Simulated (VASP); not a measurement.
Here is a VASP 6.6.1 calculation.

File INCAR:

```
PREC = Accurate
ENCUT = 520
EDIFF = 1E-6
ISMEAR = 0
SIGMA = 0.15
LREAL = False
LASPH = True
NELM = 60
ALGO = Normal
ISIF = 2
LWAVE = False
LCHARG = False
GGA = PS
NBANDS = 38
```

Contents of KPOINTS:

```
regular mesh
0
Gamma
  12 12 6
```

File POSCAR:

```
TaSi2
1.0
    4.6181605319      0.0000000000      0.0000000000
   -2.3090802659      3.9994443394      0.0000000000
    0.0000000000      0.0000000000      6.4578008952
Ta Si
3 6
Direct
    0.5000000000      0.0000000000      0.0000000000
    0.5000000000      0.5000000000      0.6666666667
    0.0000000000      0.5000000000      0.3333333333
    0.1592827538      0.3185655077      0.0000000000
    0.8407172462      0.1592827538      0.6666666667
    0.6814344923      0.8407172462      0.3333333333
    0.8407172462      0.6814344923      0.0000000000
    0.1592827538      0.8407172462      0.6666666667
    0.3185655077      0.1592827538      0.3333333333
```

Potentials or basis: VASP PAW PBE potentials, release 64 (Ta_pv, Si).

Run with:

```bash
$ cat potpaw_PBE.64/Ta_pv/POTCAR potpaw_PBE.64/Si/POTCAR > POTCAR
$ mpirun -np 1 vasp_std > vasp.out
```

(1) Estimate the band gap on the k mesh.

(2) Predict the pressure.

(3) Estimate the largest force.

Results:

(1) zero (an odd number of electrons rules out a gap without spin polarisation).

(2) 17.8 GPa.

(3) 0.078 eV/Å.

Caveat: the cell differs from its parent crystal (strain -0.030 along x and y, -0.015 along z); the cell stands under pressure; the PAW data sets were made with another functional, which shifts forces and pressure a little; spin-orbit coupling is left out, which moves the levels of the heavy elements; an odd number of electrons without spin polarisation forces a metal; a magnetic or distorted state may lie lower.
